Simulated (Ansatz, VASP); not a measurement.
**Two plane-wave programs on BaAs2Ru2**

INCAR

```
SYSTEM = BaAs2Ru2
ALGO     = Normal         ! electronic algorithm
EDIFF    = 1E-6           ! SCF threshold, eV
ENCUT    = 500            ! plane-wave cutoff, eV
GGA      = CA             ! functional
GGA_COMPAT= .False.      
ISIF     = 2              ! what is computed and relaxed
ISMEAR   = 0              ! smearing method
LASPH    = .True.         ! aspherical terms in the spheres
LCHARG   = .False.        ! write CHGCAR
LREAL    = .False.        ! projectors in reciprocal space
LWAVE    = .False.        ! write WAVECAR
NBANDS   = 32             ! bands
NELM     = 120            ! most SCF steps
PREC     = Accurate       ! precision mode
SIGMA    = 0.1            ! smearing width, eV
```

Contents of KPOINTS:

```
k-points
0
Gamma
  6 6 6
  0 0 0
```

POSCAR

```
BaAs2Ru2
1.0
   -2.0856048413      2.0856048413      6.2124597899
    2.0856048413     -2.0856048413      6.2124597899
    2.0856048413      2.0856048413     -6.2124597899
Ba As Ru
1 2 2
Direct
    0.0000000000      0.0000000000      0.0000000000
    0.6513672600      0.6513672600      0.0000000000
    0.3486327400      0.3486327400      0.0000000000
    0.7500000000      0.2500000000      0.5000000000
    0.2500000000      0.7500000000      0.5000000000
```

Input for Ansatz:

```yaml
crystal:
  lattice:
    - [-2.0856048413, 2.0856048413, 6.2124597899]
    - [2.0856048413, -2.0856048413, 6.2124597899]
    - [2.0856048413, 2.0856048413, -6.2124597899]
  atoms:
    - { symbol: Ba, position: [0.0, 0.0, 0.0] }
    - { symbol: As, position: [0.65136726, 0.65136726, 0.0] }
    - { symbol: As, position: [0.34863274, 0.34863274, 0.0] }
    - { symbol: Ru, position: [0.75, 0.25, 0.5] }
    - { symbol: Ru, position: [0.25, 0.75, 0.5] }
basis:
  ecutwfc: 420
kpoints:
  mp_grid: { grid: [6, 6, 6] }
hamiltonian:
  xc: lda
scf:
  occupations: { method: gaussian, width: 0.1 }
output:
  forces: true
  stress: true
  eigenvalues: true
```

Alike in both runs: task single point; functional LDA; k mesh 6 × 6 × 6; occupations gaussian, width 0.1 eV; no spin polarisation.

```csv
,VASP,Ansatz
version,VASP 6.6.1,Ansatz 0.2.0
potentials or method,"VASP PAW LDA potentials, release 64 (Ba_sv, As, Ru_pv), cutoff 500 eV","scalar-relativistic, plane waves, PAW"
valence electrons in the cell,48,72
```

|  | VASP | Ansatz | Ansatz less VASP |
| --- | --- | --- | --- |
| gap on the k mesh at the Fermi level (eV) | none | none | - |
| pressure (GPa) | -4.8 | -5.6 | -0.81 |
| traceless stress, the component that is largest in VASP (GPa) | 0.41 | 0.47 | +0.063 |
| rms of the force components (eV/Å) | 0.048 | 0.057 | +0.0093 |

LDA's correlation is that of Perdew and Zunger in VASP and of Perdew and Wang (1992) in Ansatz. Atom by atom the forces differ by 0.009 eV/Å (rms over components). A gap of «none» marks a metal or a gap that the smearing closes. VASP's potentials hold 48 valence electrons a cell and Ansatz's 72, so a difference there can come from the potentials and not from the codes.

Neither program's run includes spin-orbit coupling.
